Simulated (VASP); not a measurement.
Wanted: the native input for a VASP 6.6.1 run.

- Task: single point
- Functional: revPBE
- Potentials or basis: VASP PAW PBE potentials, release 64 (W_sv, S)
- Cutoff: 520 eV
- k mesh: 5 × 5 × 5
- Occupations: fermi-dirac, width 0.05 eV
- Spin: no spin polarisation
- Dipole correction: no
- Further INCAR settings: ALGO = Normal; EDIFF = 1e-06; NBANDS = 17

The structure of WS lies in POSCAR:

```
WS
1.0
    3.0078900000      0.0000000000      0.0000000000
    0.0000000000      3.0078900000      0.0000000000
    0.0000000000      0.0000000000      3.0078900000
W S
1 1
Direct
    0.5000000000      0.5000000000      0.5000000000
    0.0000000000      0.0000000000      0.0000000000
```

The input as run:

INCAR

```
  PREC = Accurate
  ENCUT = 520
  EDIFF = 1E-6
  ISMEAR = -1
  SIGMA = 0.05
  LREAL = False
  LASPH = True
  NELM = 100
  ALGO = Normal
  ISIF = 2
  LWAVE = False
  LCHARG = False
  GGA = RE
  NBANDS = 17
```

KPOINTS

```
Automatic mesh
0
Gamma
  5 5 5
```

Potentials or basis: VASP PAW PBE potentials, release 64 (W_sv, S).

Launch:

```sh
$ cat potpaw_PBE.64/W_sv/POTCAR potpaw_PBE.64/S/POTCAR > POTCAR
$ mpirun -np 1 vasp_std > vasp.out
```

It gave:

| Property | Result |
| --- | --- |
| Pressure | 2.7 GPa |
| Band gap on the k mesh | zero (band 10 reaches 14.37 eV, above the bottom of band 11 at 12.39 eV) |

Caveat: the k points lie up to 0.42 Å⁻¹ apart; the PAW data sets were made with another functional, which shifts forces and pressure a little; spin-orbit coupling is left out, which moves the levels of the heavy elements.

It took 5.3 s on 1 thread of Intel Xeon 8259CL, on a shared host, peak memory 0.14 GiB.
